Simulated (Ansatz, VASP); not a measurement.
**SnSe2 in VASP and in Ansatz**

File POSCAR:

```
SnSe2
1.0
    6.5024438821      0.0000000000      0.0000000000
    0.0000000000      6.5024438821      0.0000000000
    0.0000000000      0.0000000000      3.9541951906
Sn Se
2 4
Direct
    0.0000000000      0.0000000000      0.0000000000
    0.5000000000      0.5000000000      0.5000000000
    0.3072983668      0.3072983668      0.0000000000
    0.1927016332      0.8072983668      0.5000000000
    0.8072983668      0.1927016332      0.5000000000
    0.6927016332      0.6927016332      0.0000000000
```

File INCAR.step1:

```
SYSTEM = SnSe2
  PREC = Accurate
  ENCUT = 520
  EDIFF = 1E-5
  ISMEAR = -1
  SIGMA = 0.02
  LREAL = .FALSE.
  LASPH = .TRUE.
  NELM = 100
  ALGO = Normal
  ISIF = 2
  LWAVE = .TRUE.
  LCHARG = .FALSE.
  NBANDS = 35
  GGA = PE
```

File INCAR.step2:

```
SYSTEM = SnSe2
  PREC = Accurate
  ENCUT = 520
  EDIFF = 1E-6
  ISMEAR = -1
  SIGMA = 0.02
  LREAL = .FALSE.
  LASPH = .TRUE.
  NELM = 100
  ALGO = Normal
  ISIF = 2
  LWAVE = .FALSE.
  LCHARG = .FALSE.
  GGA = PE
  LHFCALC = .TRUE.
  HFSCREEN = 0.2079
  PRECFOCK = Fast
  NBANDS = 35
  ISTART = 1
```

The input KPOINTS:

```
Automatic mesh
0
G
  2 2 4
  0 0 0
```

Input for Ansatz:

```yaml
crystal:
  lattice:
    - [6.5024438821, 0.0, 0.0]
    - [0.0, 6.5024438821, 0.0]
    - [0.0, 0.0, 3.9541951906]
  atoms:
    - { symbol: Sn, position: [0.0, 0.0, 0.0] }
    - { symbol: Sn, position: [0.5, 0.5, 0.5] }
    - { symbol: Se, position: [0.3072983668, 0.3072983668, 0.0] }
    - { symbol: Se, position: [0.1927016332, 0.8072983668, 0.5] }
    - { symbol: Se, position: [0.8072983668, 0.1927016332, 0.5] }
    - { symbol: Se, position: [0.6927016332, 0.6927016332, 0.0] }
kpoints:
  mp_grid: { grid: [2, 2, 4] }
  band_path:
    path:
      - [0.0, 0.0, 0.0]
      - [0.0, 0.5, 0.0]
      - [0.5, 0.5, 0.0]
      - [0.0, 0.0, 0.5]
      - [0.0, 0.5, 0.5]
      - [0.5, 0.5, 0.5]
      - [0.0, 0.0, 0.1666666667]
      - [0.2, 0.2, 0.0]
    npoints: 1
hamiltonian:
  xc: hse06
scf:
  occupations: { method: fermi_dirac, width: 0.02 }
  n_extra_bands: 5
output:
  forces: true
  stress: true
  eigenvalues: true
```

Alike in both runs: task single point; functional HSE06; k mesh 2 × 2 × 4; occupations fermi-dirac, width 0.02 eV; no spin polarisation.

|  | VASP | Ansatz |
| --- | --- | --- |
| version | VASP 6.6.1 | Ansatz 0.2.0 |
| potentials or method | VASP PAW PBE potentials, release 64 (Sn_d, Se) | plane waves, PAW |
| plane-wave cutoff (eV) | 520 | 420 |
| valence electrons in the cell | 52 | 92 |

Ansatz gave:

```
pressure (GPa)                                                : -0.5
traceless stress, the component that is largest in VASP (GPa) : 0.55
rms of the force components (eV/Å)                            : 0.047
```

**Question.** What did VASP give for the same quantities?

**Answer.** Pressure (GPa): -0.6; traceless stress, the component that is largest in VASP (GPa): 0.56; rms of the force components (eV/Å): 0.051.

Atom by atom the forces differ by 0.003 eV/Å (rms over components). The functional is the same, so the differences come from potentials, cutoffs and numerics. VASP's potentials hold 52 valence electrons a cell and Ansatz's 92, so a difference there can come from the potentials and not from the codes. Ansatz's warnings: stress exchange threshold loose, stress scf threshold loose.

The k mesh is coarse, so the values compare programs but aren't converged.
